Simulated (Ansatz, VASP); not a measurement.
**MoS2 in VASP and in Ansatz**

```
S Mo
1.0
     3.16000    0.00000    0.00000
    -1.58000    2.73664    0.00000
     0.00000    0.00000   30.06000
S Mo
2 1
Direct
  0.66667 0.33333 0.29984
  0.66667 0.33333 0.40308
  0.33333 0.66667 0.35146
```

Alike in both runs: functional PBEsol; k mesh 12 × 12 × 1; occupations gaussian, width 0.02 eV; no spin polarisation.

Ansatz relaxed the structure, and its values are those at the end. VASP's run is a single point on that final structure, the one shown.

|  | VASP | Ansatz |
| --- | --- | --- |
| version | VASP 6.6.1 | Ansatz 0.2.0 |
| potentials or method | VASP PAW PBE potentials, release 64 (S, Mo_sv) | scalar-relativistic, plane waves, PAW |
| plane-wave cutoff (eV) | 520 | 420 |
| valence electrons in the cell | 26 | 26 |

```tsv
	VASP	Ansatz	Ansatz less VASP
gap on the k mesh at the Fermi level (eV)	1.73	1.72	-0.012
least direct gap on the mesh (eV)	1.74	1.73	-0.005
```

VASP's potentials were made for PBE, not for PBEsol. With one functional, cell and mesh, what is left measures potentials, basis and numerics. Ansatz's warnings: slab cell height set.
